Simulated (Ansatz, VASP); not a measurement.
One calculation of RbTl, two programs

Contents of INCAR:

```
ALGO = Normal
EDIFF = 1E-7
ENCUT = 520
GGA = PE
ISIF = 2
ISMEAR = 0
LASPH = True
LCHARG = False
LREAL = False
LWAVE = False
NBANDS = 18
NELM = 60
PREC = Accurate
SIGMA = 0.1
```

File KPOINTS:

```
k-points
0
Gamma
  6 6 6
```

File POSCAR:

```
RbTl
1.0
    0.0000000000      3.2899552804      3.2899552804
    3.2899552804      0.0000000000      3.2899552804
    3.2899552804      3.2899552804      0.0000000000
Rb Tl
1 1
Direct
    0.0000000000      0.0000000000      0.0000000000
    0.5000000000      0.5000000000      0.5000000000
```

Input for Ansatz:

```yaml
crystal:
  lattice:
    - [0.0, 3.2899552804, 3.2899552804]
    - [3.2899552804, 0.0, 3.2899552804]
    - [3.2899552804, 3.2899552804, 0.0]
  atoms:
    - { symbol: Rb, position: [0.0, 0.0, 0.0] }
    - { symbol: Tl, position: [0.5, 0.5, 0.5] }
basis:
  ecutwfc: 420
kpoints:
  mp_grid: { grid: [6, 6, 6] }
hamiltonian:
  xc: pbe
scf:
  occupations: { method: gaussian, width: 0.1 }
  lower_state_search: "off"
output:
  forces: true
  stress: true
  eigenvalues: true
```

Alike in both runs: task single point; functional PBE; k mesh 6 × 6 × 6; occupations gaussian, width 0.1 eV; no spin polarisation.

```csv
,VASP,Ansatz
version,VASP 6.6.1,Ansatz 0.2.0
potentials or method,"VASP PAW PBE potentials, release 64 (Rb_sv, Tl_d), cutoff 520 eV","scalar-relativistic, plane waves, PAW"
valence electrons in the cell,22,22
```

|  | VASP | Ansatz | Ansatz less VASP |
| --- | --- | --- | --- |
| gap on the k mesh at the Fermi level (eV) | none | none | - |
| pressure (GPa) | 8.1 | 8.2 | +0.03 |

A gap of «none» marks a metal or a gap that the smearing closes. The functional is the same, so the differences come from potentials, cutoffs and numerics.

Spin-orbit coupling is off throughout.
